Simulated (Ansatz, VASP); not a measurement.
**Two plane-wave programs on Pd**

File INCAR:

```
SYSTEM = Pd
PREC     = Accurate       ! precision mode
ENCUT    = 500            ! plane-wave cutoff, eV
EDIFF    = 1E-6           ! SCF threshold, eV
ISMEAR   = -1             ! smearing method
SIGMA    = 0.05           ! smearing width, eV
LREAL    = .False.        ! projectors in reciprocal space
LASPH    = .True.         ! aspherical terms in the spheres
NELM     = 120            ! most SCF steps
ALGO     = Normal         ! electronic algorithm
ISIF     = 2              ! what is computed and relaxed
LWAVE    = .False.        ! write WAVECAR
LCHARG   = .False.        ! write CHGCAR
GGA      = LIBXC          ! functional
LIBXC1   = GGA_X_B88    
LIBXC2   = GGA_C_PBE    
NBANDS   = 11             ! bands
GGA_COMPAT= .False.
```

File KPOINTS:

```
Automatic mesh
0
Gamma
  12 12 12
  0 0 0
```

The input POSCAR:

```
Pd
1.0
    0.0000000000      1.9465000000      1.9465000000
    1.9465000000      0.0000000000      1.9465000000
    1.9465000000      1.9465000000      0.0000000000
Pd
1
Direct
    0.0000000000      0.0000000000      0.0000000000
```

File input.yaml:

```yaml
crystal:
  lattice:
    - [0.0, 1.9465, 1.9465]
    - [1.9465, 0.0, 1.9465]
    - [1.9465, 1.9465, 0.0]
  atoms:
    - { symbol: Pd, position: [0.0, 0.0, 0.0] }
hamiltonian:
  xc: { exchange: b88, correlation: pbe }
  pseudopotentials: { kind: paw }
kpoints:
  mp_grid: { grid: [12, 12, 12] }
  band_path:
    path:
      - [[0.0, 0.0, 0.0], [0.5, 0.0, 0.5], [0.5, 0.25, 0.75], [0.375, 0.375, 0.75], [0.0, 0.0, 0.0], [0.5, 0.5, 0.5], [0.625, 0.25, 0.625], [0.5, 0.25, 0.75], [0.5, 0.5, 0.5], [0.375, 0.375, 0.75]]
      - [[0.625, 0.25, 0.625], [0.5, 0.0, 0.5]]
    npoints: 14
scf:
  occupations: { method: fermi_dirac, width: 0.05 }
  n_extra_bands: 6
output:
  forces: true
  stress: true
  eigenvalues: true
  fatbands: false
```

Alike in both runs: functional b88 exchange, pbe correlation; k mesh 12 × 12 × 12; occupations fermi-dirac, width 0.05 eV; no spin polarisation.

```csv
,VASP,Ansatz
version,VASP 6.6.1,Ansatz 0.2.0
potentials or method,"VASP PAW PBE potentials, release 64 (Pd)",Ansatz PAW
plane-wave cutoff (eV),500,420
valence electrons in the cell,10,18
task,single point,band structure
```

```tsv
	VASP	Ansatz	Ansatz less VASP
gap on the k mesh at the Fermi level (eV)	none	none	-
pressure (GPa)	6.3	6.6	+0.29
```

VASP's potentials were made for PBE, not for b88 exchange, pbe correlation. A gap of «none» marks a metal or a gap that the smearing closes. VASP's potentials hold 10 valence electrons a cell and Ansatz's 18, so a difference there can come from the potentials and not from the codes.
